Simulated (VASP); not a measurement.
# Ru: single point with PBEsol

Crystal: Ru.

```xyz
1
Lattice="0.0000 1.8822 1.8822 1.8822 0.0000 1.8822 1.8822 1.8822 0.0000" Properties=species:S:1:pos:R:3 pbc="T T T"
Ru    0.0000    0.0000    0.0000
```

```
Program                : VASP 6.6.1
Task                   : single point
Functional             : PBEsol
Potentials or basis    : VASP PAW PBE potentials, release 64 (Ru_pv)
Cutoff                 : 520 eV
k mesh                 : 8 × 8 × 8
Occupations            : gaussian, width 0.1 eV
Spin                   : no spin polarisation
Dipole correction      : no
Further INCAR settings : ALGO = Fast; EDIFF = 1e-06; NBANDS = 13
```

```yaml
Pressure: 0.0 GPa
Band_gap_on_the_k_mesh: zero (band 7 reaches 15.30 eV, above the bottom of band 8 at 12.05 eV)
```

Levels at points of the mesh, in eV from the Fermi level:
| k point | band 3 | band 4 | band 5 | band 6 | band 7 | band 8 | band 9 | band 10 | band 11 | band 12 |
| --- | --- | --- | --- | --- | --- | --- | --- | --- | --- | --- |
| (0.00, 0.00, 0.00) | -42.24 | -7.97 | -2.53 | -2.53 | -2.53 | 0.01 | 0.01 | 10.53 | 15.12 | 20.95 |
| (0.50, 0.00, 0.00) | -42.39 | -6.12 | -2.66 | -2.66 | 1.11 | 1.94 | 1.94 | 10.36 | 10.60 | 14.73 |
| (0.50, 0.50, 0.00) | -42.65 | -6.46 | -5.97 | 1.90 | 2.48 | 2.48 | 3.79 | 10.53 | 13.65 | 13.65 |

Wall time 7.9 s on 1 thread of AMD EPYC 7R13 (shared host), peak memory 0.09 GiB.

Caveat: the k points lie up to 0.36 Å⁻¹ apart; the PAW data sets were made with another functional, which shifts forces and pressure a little.
